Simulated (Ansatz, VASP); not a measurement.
Be: VASP beside Ansatz

```
Be
1.0
     2.27175    0.00000    0.00000
    -1.13587    1.96739    0.00000
     0.00000    0.00000    3.58101
Be
2
Direct
  0.33333 0.66667 0.25000
  0.66667 0.33333 0.75000
```

Alike in both runs: task relaxation of cell and atoms; functional PBE; k mesh 21 × 21 × 12; occupations gaussian, width 0.1 eV; no spin polarisation.

```csv
,VASP,Ansatz
version,VASP 6.6.1,Ansatz 0.2.0
potentials or method,"VASP PAW PBE potentials, release 64 (Be), cutoff 600 eV","scalar-relativistic, all-electron LAPW"
```

|  | VASP | Ansatz | Ansatz less VASP |
| --- | --- | --- | --- |
| gap on the k mesh at the Fermi level, each at its own relaxed structure (eV) | none | none | - |
| relaxed volume (Å³/atom) | 7.92 | 7.90 | -0.012 |
| relaxed length of the cell vector where the two differ most in proportion (Å) | 2.264 | 2.262 | -0.0013 |

A gap of «none» marks a metal or a gap that the smearing closes. Ansatz ran all-electron here, and VASP with PAW potentials.
